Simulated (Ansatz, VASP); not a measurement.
This is a calculation of MoS2 for VASP 6.6.1.

INCAR

```
SYSTEM = MoS2
PREC     = Accurate       ! precision mode
ENCUT    = 600            ! plane-wave cutoff, eV
EDIFF    = 1E-6           ! SCF threshold, eV
ISMEAR   = -1             ! smearing method
SIGMA    = 0.05           ! smearing width, eV
LREAL    = .False.        ! projectors in reciprocal space
LASPH    = .True.         ! aspherical terms in the spheres
NELM     = 100            ! most SCF steps
ALGO     = Normal         ! electronic algorithm
ISIF     = 3              ! what is computed and relaxed
LWAVE    = .False.        ! write WAVECAR
LCHARG   = .False.        ! write CHGCAR
GGA      = PS             ! functional
IVDW     = 13             ! dispersion correction
IBRION   = 2              ! ionic algorithm
NSW      = 60             ! ionic steps
EDIFFG   = -0.01          ! ionic threshold
```

File KPOINTS:

```
regular mesh
0
Gamma
  10 10 3
  0 0 0
```

The input POSCAR:

```
MoS2
1.0
    3.1690000000      0.0000000000      0.0000000000
   -1.5845000000      2.7444345046      0.0000000000
    0.0000000000      0.0000000000     12.3240000000
Mo S
2 4
Direct
    0.6666666667      0.3333333333      0.7500000000
    0.3333333333      0.6666666667      0.2500000000
    0.6666666667      0.3333333333      0.3770000000
    0.3333333333      0.6666666667      0.8770000000
    0.6666666667      0.3333333333      0.1230000000
    0.3333333333      0.6666666667      0.6230000000
```

Potentials or basis: VASP PAW PBE potentials, release 64 (Mo_sv, S).

Command:

```bash
$ cat potpaw_PBE.64/Mo_sv/POTCAR potpaw_PBE.64/S/POTCAR > POTCAR
$ mpirun -np 1 vasp_std > vasp.out
```

Task: Set up the same calculation for Ansatz 0.2.0. Potentials there: Ansatz PAW.

Result: As run (the cutoff follows the program's own potentials):

The input input.yaml:

```yaml
crystal:
  lattice:
    - [3.169, 0.0, 0.0]
    - [-1.5845, 2.7444345046, 0.0]
    - [0.0, 0.0, 12.324]
  atoms:
    - { symbol: Mo, position: [0.6666666667, 0.3333333333, 0.75] }
    - { symbol: Mo, position: [0.3333333333, 0.6666666667, 0.25] }
    - { symbol: S, position: [0.6666666667, 0.3333333333, 0.377] }
    - { symbol: S, position: [0.3333333333, 0.6666666667, 0.877] }
    - { symbol: S, position: [0.6666666667, 0.3333333333, 0.123] }
    - { symbol: S, position: [0.3333333333, 0.6666666667, 0.623] }
hamiltonian:
  xc: pbesol
  pseudopotentials: { kind: paw }
  dispersion: d4
kpoints:
  mp_grid: { grid: [10, 10, 3] }
scf:
  occupations: { method: fermi_dirac, width: 0.05 }
output:
  forces: true
  stress: true
  eigenvalues: true
relax:
  f_tol: 0.01
  max_steps: 40
  cell: { stress_tol: 0.05 }
```

Potentials or basis: Ansatz PAW.

Run with:

```console
$ ansatz run input.yaml --threads 2 --pin off --max-ram 5632MiB --backend cpu --events-out ev --progress --plain --runs-dir out
```

Both were run:

|  | VASP | Ansatz | Ansatz less VASP |
| --- | --- | --- | --- |
| gap on the k mesh at the Fermi level, each at its own relaxed structure (eV) | 0.72 | 0.70 | -0.023 |
| relaxed volume (Å³/atom) | 16.80 | 16.78 | -0.015 |
| relaxed length of the cell vector where the two differ most in proportion (Å) | 11.930 | 11.926 | -0.0040 |

VASP's potentials were made for PBE, not for PBEsol.

Noted on Ansatz's run: odd divisions of the mesh miss points on the zone boundary, where band edges often lie, so the gap on the mesh can be too wide; the plane-wave basis is chosen anew once the cell has moved, so the energies of steps on either side of that aren't comparable.
